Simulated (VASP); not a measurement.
A run of VASP 6.6.1 is set up as follows.

The input INCAR:

```
PREC = Accurate
ENCUT = 600
EDIFF = 1E-6
ISMEAR = -1
SIGMA = 0.1
LREAL = F
LASPH = T
NELM = 200
ALGO = Normal
ISIF = 2
LWAVE = F
LCHARG = F
ISPIN = 2
MAGMOM = 1.84 0.3
LORBIT = 11
LMAXMIX = 4
LDAU = T
LDAUTYPE = 2
LDAUL = 2 -1
LDAUU = 3 0
LDAUJ = 0 0
LDAUPRINT = 1
GGA = PE
NBANDS = 19
GGA_COMPAT = F
```

File KPOINTS:

```
Automatic mesh
0
Gamma
  4 4 4
```

POSCAR

```
NiO
1.0
    0.0000000000      2.1267000000      2.1267000000
    2.1267000000      0.0000000000      2.1267000000
    2.1267000000      2.1267000000      0.0000000000
Ni O
1 1
Direct
    0.0000000000      0.0000000000      0.0000000000
    0.5000000000      0.5000000000      0.5000000000
```

Potentials or basis: VASP PAW PBE potentials, release 64 (Ni, O).

The run is started by

```sh
$ cat potpaw_PBE.64/Ni/POTCAR potpaw_PBE.64/O/POTCAR > POTCAR
$ mpirun -np 1 vasp_std > vasp.out
```

(1) What does it give for the site moments?

(2) Estimate the pressure.

## Answers

(1) Ni +1.72; O +0.25 μB.

(2) -4.6 GPa.

Caveat: the k points lie up to 0.64 Å⁻¹ apart; a cell with one magnetic atom can't hold antiferromagnetic order, which such compounds often take.
